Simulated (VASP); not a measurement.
# In (P6/mmm) in VASP: further runs

The runs below take In through relaxation of cell and atoms, with PBE.

Program: VASP 6.6.1. These are calculated values, not measurements. Logs are shortened: lines on timing, memory, paths and dates and some standing lists are left out, and cuts for length are marked.

## Step 1: The cell of the first run

The structure is hexagonal, space group P6/mmm (No. 191). The conventional cell has a = 8.494 Å, b = 8.494 Å, c = 3.871 Å, α = 90.00°, β = 90.00°, γ = 120.00°. Within 3.7 Å of In (site symmetry mm2) lie 6 In at 2.80 to 3.65 Å. In (site symmetry -6m2) has 8 In at 2.86 to 3.87 Å within 3.9 Å.

The cell was generated, and may not be a known phase.

## Step 2: Relaxation of cell and atoms, PBE

The input, INCAR:

```
SYSTEM = In
PREC = Accurate ; ENCUT = 600
EDIFF = 1E-6 ; ISMEAR = 0
SIGMA = 0.1 ; LREAL = .FALSE.
LASPH = .TRUE. ; NELM = 100
ALGO = Fast ; ISIF = 3
LWAVE = .FALSE. ; LCHARG = .FALSE.
GGA = PE ; IBRION = 2
NSW = 90 ; EDIFFG = -0.04
```

The input, KPOINTS:

```
Automatic mesh
0
G
  3 3 4
  0 0 0
```

The input, POSCAR:

```
In
1.0
    8.4940681200      0.0000000000      0.0000000000
   -4.2470340600      7.3560787800      0.0000000000
    0.0000000000      0.0000000000      3.8710349200
In
8
Direct
    0.8099998000      0.1900002000      0.5000000000
    0.8099998000      0.6199996000      0.5000000000
    0.3800004000      0.1900002000      0.5000000000
    0.1900002000      0.8099998000      0.5000000000
    0.1900002000      0.3800004000      0.5000000000
    0.6199996000      0.8099998000      0.5000000000
    0.3333333300      0.6666666700      0.0000000000
    0.6666666700      0.3333333300      0.0000000000
```

Potentials or basis: VASP PAW PBE potentials, release 64 (In_d).

The run is started by

```
> cat potpaw_PBE.64/In_d/POTCAR > POTCAR
> mpirun -np 1 vasp_std > vasp.out
```

OUTCAR:

```text
SYSTEM = In
   PREC = Accurate
   ENCUT = 600
   EDIFF = 1E-6
   ISMEAR = 0
   LREAL = .FALSE.
   LASPH = .TRUE.
   NELM = 100
   ISIF = 3
   GGA = PE
   IBRION = 2
   NSW = 90
   EDIFFG = -0.04

 ion  position               nearest neighbor table
   1  0.810  0.190  0.500-   5 2.80   6 2.80   8 2.86   8 2.86   3 3.65   2 3.65
   2  0.810  0.620  0.500-   4 2.80   6 2.80   8 2.86   8 2.86   1 3.65   3 3.65
   3  0.380  0.190  0.500-   5 2.80   4 2.80   8 2.86   8 2.86   1 3.65   2 3.65
   4  0.190  0.810  0.500-   2 2.80   3 2.80   7 2.86   7 2.86   6 3.65   5 3.65
   5  0.190  0.380  0.500-   1 2.80   3 2.80   7 2.86   7 2.86   4 3.65   6 3.65
   6  0.620  0.810  0.500-   2 2.80   1 2.80   7 2.86   7 2.86   4 3.65   5 3.65
   7  0.333  0.667  0.000-   4 2.86   4 2.86   6 2.86   6 2.86   5 2.86   5 2.86
   8  0.667  0.333  0.000-   1 2.86   1 2.86   3 2.86   3 2.86   2 2.86   2 2.86

  LATTYP: Found a hexagonal cell.
 ALAT       =     8.4940681200
 C/A-ratio  =     0.4557339152

  Lattice vectors:

 A1 = (   8.4940681200,   0.0000000000,   0.0000000000)
 A2 = (  -4.2470340600,   7.3560787800,   0.0000000000)
 A3 = (   0.0000000000,   0.0000000000,   3.8710349200)

Analysis of symmetry for initial positions (statically):
=====================================================================
 Subroutine PRICEL returns:
 Original cell was already a primitive cell.

 Routine SETGRP: Setting up the symmetry group for a
 hexagonal supercell.

 Subroutine GETGRP returns: Found 24 space group operations
 (whereof 24 operations were pure point group operations)
 out of a pool of 24 trial point group operations.

The static configuration has the point symmetry D_6h.

Analysis of symmetry for dynamics (positions and initial velocities):
=====================================================================
 Subroutine PRICEL returns:
 Original cell was already a primitive cell.

 Routine SETGRP: Setting up the symmetry group for a
 hexagonal supercell.

 Subroutine GETGRP returns: Found 24 space group operations
 (whereof 24 operations were pure point group operations)
 out of a pool of 24 trial point group operations.

The dynamic configuration has the point symmetry D_6h.

 Subroutine INISYM returns: Found 24 space group operations
 (whereof 24 operations are pure point group operations),
 and found     1 'primitive' translations

----------------------------------------------------------------------------------------

                                     Primitive cell

  volume of cell :     241.8740

  direct lattice vectors                    reciprocal lattice vectors
     8.494068120  0.000000000  0.000000000     0.117729218  0.067970996  0.000000000
    -4.247034060  7.356078780  0.000000000     0.000000000  0.135941992  0.000000000
     0.000000000  0.000000000  3.871034920     0.000000000  0.000000000  0.258328850

  length of vectors
     8.494068120  8.494068126  3.871034920     0.135941992  0.135941992  0.258328850

  position of ions in fractional coordinates (direct lattice)
     0.809999800  0.190000200  0.500000000
     0.809999800  0.619999600  0.500000000
     0.380000400  0.190000200  0.500000000
     0.190000200  0.809999800  0.500000000
     0.190000200  0.380000400  0.500000000
     0.619999600  0.809999800  0.500000000
     0.333333330  0.666666670  0.000000000
     0.666666670  0.333333330  0.000000000

  ion indices of the primitive-cell ions
   primitive index   ion index
                 1           1
                 2           2
                 3           3
                 4           4
                 5           5
                 6           6
                 7           7
                 8           8

----------------------------------------------------------------------------------------

 KPOINTS: Automatic mesh

Automatic generation of k-mesh.
 Grid dimensions read from file:
 generate k-points for:    3    3    4

 Generating k-lattice:

  Cartesian coordinates                     Fractional coordinates (reciprocal lattice)
     0.039243073  0.022656999  0.000000000     0.333333333 -0.000000000  0.000000000
     0.000000000  0.045313997  0.000000000     0.000000000  0.333333333  0.000000000
     0.000000000  0.000000000  0.064582213     0.000000000  0.000000000  0.250000000

  Length of vectors
     0.045313997  0.045313997  0.064582213

  Shift w.r.t. Gamma in fractional coordinates (k-lattice)
     0.000000000  0.000000000  0.000000000

 Subroutine IBZKPT returns following result:
 ===========================================

 Found      9 irreducible k-points:

 Following reciprocal coordinates:
            Coordinates               Weight
  0.000000  0.000000  0.000000      1.000000
  0.333333  0.000000  0.000000      6.000000
  0.333333  0.333333  0.000000      2.000000
  0.000000  0.000000  0.250000      2.000000
  0.333333  0.000000  0.250000     12.000000
  0.333333  0.333333  0.250000      4.000000
  0.000000  0.000000  0.500000      1.000000
  0.333333  0.000000  0.500000      6.000000
  0.333333  0.333333  0.500000      2.000000
   k-points           NKPTS =      9   k-points in BZ     NKDIM =      9   number of bands    NBANDS=     62
   number of dos      NEDOS =    301   number of ions     NIONS =      8
   total plane-waves  NPLWV = 156800
   dimension x,y,z NGX =    70 NGY =   70 NGZ =   32
   dimension x,y,z NGXF=   140 NGYF=  140 NGZF=   64
   ions per type =               8
   NGX,Y,Z   is equivalent  to a cutoff of  13.70, 13.70, 13.74 a.u.
   NGXF,Y,Z  is equivalent  to a cutoff of  27.40, 27.40, 27.49 a.u.
 SYSTEM =  In
   PREC   = accura    normal or accurate (medium, high low for compatibility)
   ISTART =      0    job   : 0-new  1-cont  2-samecut
   ICHARG =      2    charge: 1-file 2-atom 10-const
   ISPIN  =      1    spin polarized calculation?
   LNONCOLLINEAR =      F non collinear calculations
   LSORBIT =      F    spin-orbit coupling
   LASPH  =      T    aspherical Exc in radial PAW
   ENCUT  =  600.0 eV  44.10 Ry    6.64 a.u.  16.96 16.96  7.73*2*pi/ulx,y,z
   NELM   =    100;   NELMIN=  2; NELMDL= -5     # of ELM steps
   EDIFF  = 0.1E-05   stopping-criterion for ELM
   LREAL  =      F    real-space projection
   EDIFFG = -.4E-01   stopping-criterion for IOM
   NSW    =     90    number of steps for IOM
   IBRION =      2    ionic relax: 0-MD 1-quasi-New 2-CG
   NFREE  =      1    steps in history (QN), initial steepest desc. (CG)
   ISIF   =      3    stress and relaxation
   ISYM   =      2    0-nonsym 1-usesym 2-fastsym
   POTIM  = 0.5000    time-step for ionic-motion
   TEBEG  =    0.0;   TEEND  =   0.0 temperature during run
   PSTRESS=    0.0 pullay stress
   NELECT =     104.0000    total number of electrons
   NUPDOWN=      -1.0000    fix difference up-down
   EMIN   =  10.00;   EMAX   =-10.00  energy-range for DOS
   EFERMI =   0.00;   METHOD = LEGACY
   ISMEAR =     0;   SIGMA  =   0.10  broadening in eV -4-tet -1-fermi 0-gaus
   EFERMI_NEDOS =   21; number of points for ismear=-14 and -15
   IALGO  =     68    algorithm
   IMIX   =      4    mixing-type and parameters
     AMIX     =   0.40;   BMIX     =  1.00
     AMIX_MAG =   1.60;   BMIX_MAG =  1.00
  volume/ion in A,a.u.               =      30.23       204.03
  Fermi-wavevector in a.u.,A,eV,Ry     =   1.235633  2.335008 20.773229  1.526789
  Thomas-Fermi vector in A             =   2.370275
   LORBIT       =      0    0 simple, 1 ext, 2 COOP (PROOUT), +10 PAW based schemes
   GGA     = PE    functional components
   LHFCALC =     F    Hartree Fock is set to
   AEXX    =    0.0000 exact exchange contribution
   IVDW    =     0    specifies the selected vdW correction
   LEPSILON=     F    determine dielectric tensor
   LRPA    =     F    only Hartree local field effects (RPA)
 conjugate gradient relaxation of ions
 non-spin polarized calculation
 RMM-DIIS sequential band-by-band and
 Gauss-broadening in eV      SIGMA  =   0.10
  energy-cutoff  :      600.00
  volume of cell :      241.87
 maximum number of plane-waves:      8115
 NGX is ok and might be reduce to    70
   NGX = 33   NGY = 33   NGZ = 15

--------------------------------------- Ionic step        1  -------------------------------------------

 number of electron     103.9999971 magnetization

 Free energy of the ion-electron system (eV)
  ---------------------------------------------------
  ext. energy  EPLUGINS =         0.00000000
  ---------------------------------------------------
  free energy    TOTEN  =       -18.48392088 eV

  energy without entropy =      -18.45071528  energy(sigma->0) =      -18.46731808

 E-fermi :   5.8496     XC(G=0):  -9.2839

 val. band max:        5.8279812572   @ k =   0.0000   0.0000   0.0000
 cond. band min:       5.8878326780   @ k =   0.3333   0.0000   0.0000
 fundamental gap:      0.0598514208
 Fermi energy:         5.8495538000

 k-point     1 :       0.0000    0.0000    0.0000
  band No.  band energies     occupation
      1      -9.2510      2.00000
      2      -9.2420      2.00000
      3      -9.2420      2.00000
      4      -9.1906      2.00000
      5      -9.1906      2.00000
      6      -9.1360      2.00000
[... 693 lines left out ...]
  FREE ENERGIE OF THE ION-ELECTRON SYSTEM (eV)
  ---------------------------------------------------
  free  energy   TOTEN  =       -19.0653488947 eV

  energy  without entropy=      -19.0308125665  energy(sigma->0) =      -19.04808073

[... ionic steps 4 to 12 ...]

--------------------------------------- Ionic step       13  -------------------------------------------

 number of electron     103.9999998 magnetization

------------------------ aborting loop because EDIFF is reached ----------------------------------------

  FORCE on cell =-STRESS in cart. coord.  units (eV):
  Direction    XX          YY          ZZ          XY          YZ          ZX
  --------------------------------------------------------------------------------------
  -------------------------------------------------------------------------------------
  Total       -0.2193742     -0.2193742      0.1240763      0.0000000      0.0000000      0.0000000
  in kB       -1.2791176     -1.2791176      0.7234587      0.0000000      0.0000000      0.0000000
  external PRESSURE =      -0.6115921 kB  Pullay stress =       0.0000000 kB
[... 69 lines left out ...]
  energy  without entropy=      -19.0955921480  energy(sigma->0) =      -19.11300642

--------------------------------------- Ionic step       15  -------------------------------------------

 number of electron     103.9999988 magnetization

 Free energy of the ion-electron system (eV)
  ---------------------------------------------------
  ext. energy  EPLUGINS =         0.00000000
  ---------------------------------------------------
  free energy    TOTEN  =       -19.13000535 eV

  energy without entropy =      -19.09490032  energy(sigma->0) =      -19.11245284

 E-fermi :   4.6214     XC(G=0):  -8.7560

 val. band max:        4.6159686951   @ k =   0.3333   0.3333   0.5000
 cond. band min:       4.6247891944   @ k =   0.3333   0.0000   0.5000
 fundamental gap:      0.0088204992
 Fermi energy:         4.6213560893

 k-point     1 :       0.0000    0.0000    0.0000
  band No.  band energies     occupation
      1     -10.0839      2.00000
      2     -10.0694      2.00000
      3     -10.0680      2.00000
      4     -10.0680      2.00000
      5     -10.0601      2.00000
      6     -10.0601      2.00000
[... 609 lines left out ...]
  FREE ENERGIE OF THE ION-ELECTRON SYSTEM (eV)
  ---------------------------------------------------
  free  energy   TOTEN  =       -19.1300053493 eV

  energy  without entropy=      -19.0949003222  energy(sigma->0) =      -19.11245284

 reached required accuracy - stopping structural energy minimisation
```

Wall time 1.6 h (1 thread of Intel Xeon 8259CL, shared host); peak memory 0.48 GiB.

What came out:

- Free energy: -19.1300 eV
- Relaxed volume: 34.28 Å³/atom
- Relaxed cell: a = 9.230 Å, b = 9.230 Å, c = 3.717 Å, α = 90.00°, β = 90.00°, γ = 120.00°
- Space group after relaxing (to 0.1 Å): P6/mmm (No. 191)
- Energy gained by relaxing: 80.8 meV/atom
- Ionic steps: 15
- Pressure after relaxing: 0.0 GPa
- Largest force after relaxing: 0.038 eV/Å
- Band gap on the k mesh: zero (bands 52 and 53 overlap by 1.84 eV)

Forces on the atoms (eV/Å):
```
In   0.033 -0.019  0.000
In   0.000  0.038  0.000
In  -0.033 -0.019  0.000
In  -0.033  0.019  0.000
In   0.000 -0.038  0.000
In   0.033  0.019  0.000
In   0.000  0.000  0.000
In   0.000  0.000  0.000
```

Step by step:
```tsv
step	energy change (eV)	largest force (eV/Å)	pressure (GPa)	volume (Å³)
1	0.0000	0.1742	5.44	241.87
2	-0.5813	0.0070	-0.17	279.52
3	-0.5814	0.0025	-0.14	279.10
4	-0.5951	0.0326	-0.12	278.37
5	-0.6062	0.0724	-0.05	277.46
6	-0.6186	0.1441	0.14	275.53
7	-0.5822	0.2945	0.65	271.19
8	-0.6197	0.1611	0.18	275.06
9	-0.6331	0.1124	-0.18	277.17
10	-0.6353	0.0932	-0.25	277.97
11	-0.6345	0.0563	-0.46	279.55
12	-0.6358	0.0838	-0.29	278.50
13	-0.6455	0.0406	-0.06	274.78
14	-0.6465	0.0282	0.28	273.50
15	-0.6461	0.0382	0.02	274.24
```

Final structure:
```yaml
crystal:
  lattice:
    - [9.23000, 0.00000, 0.00000]
    - [-4.61500, 7.99342, 0.00000]
    - [0.00000, 0.00000, 3.71699]
  atoms:
    - { symbol: In, position: [0.81338, 0.18662, 0.50000] }
    - { symbol: In, position: [0.81338, 0.62676, 0.50000] }
    - { symbol: In, position: [0.37324, 0.18662, 0.50000] }
    - { symbol: In, position: [0.18662, 0.81338, 0.50000] }
    - { symbol: In, position: [0.18662, 0.37324, 0.50000] }
    - { symbol: In, position: [0.62676, 0.81338, 0.50000] }
    - { symbol: In, position: [0.33333, 0.66667, 0.00000] }
    - { symbol: In, position: [0.66667, 0.33333, 0.00000] }
```

Levels at points of the mesh, in eV from the Fermi level:
| k point | band 50 | band 51 | band 52 | band 53 | band 54 | band 55 |
| --- | --- | --- | --- | --- | --- | --- |
| (0.00, 0.00, 0.00) | -0.32 | 0.79 | 0.83 | 0.83 | 1.43 | 1.43 |
| (0.00, 0.00, 0.50) | -1.49 | -1.49 | -1.01 | -1.01 | 0.37 | 0.93 |

Caveat: the k points lie up to 0.42 Å⁻¹ apart in the final cell, too coarse for converged energies and pressures of a metal; spin-orbit coupling is left out, which moves the levels of the heavy elements.

## Step 3: Relaxation of cell and atoms, PBE

This run uses another cell than the first one, of 34.08 Å³/atom.

The input, INCAR:

```
SYSTEM = In
PREC = Accurate
ENCUT = 600
EDIFF = 1E-6
ISMEAR = 0
SIGMA = 0.1
LREAL = .FALSE.
LASPH = .TRUE.
NELM = 100
ALGO = Fast
ISIF = 3
LWAVE = .FALSE.
LCHARG = .FALSE.
GGA = PE
IBRION = 2
NSW = 90
EDIFFG = -0.04
```

The input, KPOINTS:

```
regular mesh
0
G
  3 3 6
  0 0 0
```

The input, POSCAR:

```
In
1.0
    9.1919598925      0.0000000000      0.0000000000
   -4.5959799462      7.9604707774      0.0000000000
    0.0000000000      0.0000000000      3.7263278204
In
8
Direct
    0.8142846180      0.1857153820      0.5000000000
    0.8142846180      0.6285692360      0.5000000000
    0.3714307640      0.1857153820      0.5000000000
    0.1857153820      0.8142846180      0.5000000000
    0.1857153820      0.3714307640      0.5000000000
    0.6285692360      0.8142846180      0.5000000000
    0.3333333333      0.6666666667      0.0000000000
    0.6666666667      0.3333333333      0.0000000000
```

Potentials or basis: VASP PAW PBE potentials, release 64 (In_d).

The run is started by

```
> cat potpaw_PBE.64/In_d/POTCAR > POTCAR
> mpirun -np 1 vasp_std > vasp.out
```

Wall time 65 min (1 thread of Oxide Virtual Turin-like, shared host); peak memory 0.54 GiB.

It converged, with:

- Free energy: -19.6069 eV
- Relaxed volume: 33.12 Å³/atom
- Relaxed cell: a = 9.613 Å, b = 9.613 Å, c = 3.311 Å, α = 90.00°, β = 90.00°, γ = 120.00°
- Space group after relaxing (to 0.1 Å): P6/mmm (No. 191)
- Energy gained by relaxing: 64.7 meV/atom
- Ionic steps: 10
- Pressure after relaxing: 0.1 GPa
- Largest force after relaxing: 0.009 eV/Å
- Band gap on the k mesh: zero (bands 52 and 53 overlap by 1.56 eV)

Forces on the atoms (eV/Å):
```
In  -0.008  0.005  0.000
In   0.000 -0.009  0.000
In   0.008  0.005  0.000
In   0.008 -0.005  0.000
In   0.000  0.009  0.000
In  -0.008 -0.005  0.000
In   0.000  0.000  0.000
In   0.000  0.000  0.000
```

Step by step:
```
step  energy change (eV)  largest force (eV/Å)  pressure (GPa)  volume (Å³)
   1              0.0000                0.3495           -0.10       272.66
   2             -0.1903                0.3467           -0.38       271.70
   3             -0.4779                0.2516            0.09       267.18
   4             -0.4771                0.2292            0.18       266.01
   5             -0.4820                0.2414            0.10       266.57
   6             -0.5076                0.1189           -0.15       267.77
   7             -0.5147                0.0170           -0.32       268.81
   8             -0.5173                0.0139            0.29       264.15
   9             -0.5181                0.0003           -0.30       265.69
  10             -0.5179                0.0094            0.08       264.95
```

Final structure:
```
In
1.0
     9.61300    0.00000    0.00000
    -4.80650    8.32511    0.00000
     0.00000    0.00000    3.31064
In
8
Direct
  0.82172 0.17828 0.50000
  0.82172 0.64345 0.50000
  0.35655 0.17828 0.50000
  0.17828 0.82172 0.50000
  0.17828 0.35655 0.50000
  0.64345 0.82172 0.50000
  0.33333 0.66667 0.00000
  0.66667 0.33333 0.00000
```

Levels at points of the mesh, in eV from the Fermi level:
```tsv
k point	band 50	band 51	band 52	band 53	band 54	band 55
(0.00, 0.00, 0.00)	-1.04	-0.46	0.14	0.14	0.69	0.69
(0.00, 0.00, 0.50)	-1.81	-1.81	-1.04	-1.04	-0.23	1.04
```

Caveat: spin-orbit coupling is left out, which moves the levels of the heavy elements.

The gap in the log of VASP goes by the Fermi energy; the results here count the filled bands.